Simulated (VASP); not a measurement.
CsH (zincblende type):

```
Cs H
1.0
     0.00000    2.83893    2.83893
     2.83893    0.00000    2.83893
     2.83893    2.83893    0.00000
Cs H
1 1
Direct
  0.00000 0.00000 0.00000
  0.25000 0.25000 0.25000
```

* Program: VASP 6.6.1
* Task: relaxation of cell and atoms
* Functional: PBE
* Potentials or basis: VASP PAW PBE potentials, release 64 (Cs_sv, H)
* Cutoff: 600 eV
* k mesh: 11 × 11 × 11
* Occupations: fermi-dirac, width 0.05 eV
* Spin: no spin polarisation

At the start: pressure 11.8 GPa; volume 22.88 Å³/atom.

Q: Where does the relaxation end?

A: Over 5 steps the energy falls by 461.1 meV/atom and the volume is 42.31 Å³/atom (+84.9 %); space group F-43m (No. 216, to 0.05 Å).

Step by step:
| step | energy change (eV) | largest force (eV/Å) | pressure (GPa) | volume (Å³) |
| --- | --- | --- | --- | --- |
| 1 | 0.0000 | 0.0000 | 11.84 | 45.76 |
| 2 | -0.6034 | 0.0000 | 5.01 | 57.90 |
| 3 | -0.8885 | 0.0000 | 1.14 | 74.35 |
| 4 | -0.9200 | 0.0000 | 0.25 | 81.96 |
| 5 | -0.9221 | 0.0000 | 0.01 | 84.61 |

Final structure:
```
Cs H
1.0
     0.00000    3.48447    3.48447
     3.48447    0.00000    3.48447
     3.48447    3.48447    0.00000
Cs H
1 1
Direct
  0.00000 0.00000 0.00000
  0.25000 0.25000 0.25000
```

Caveat: the volume moved by over 15 % at a fixed basis, so the end points are rough.
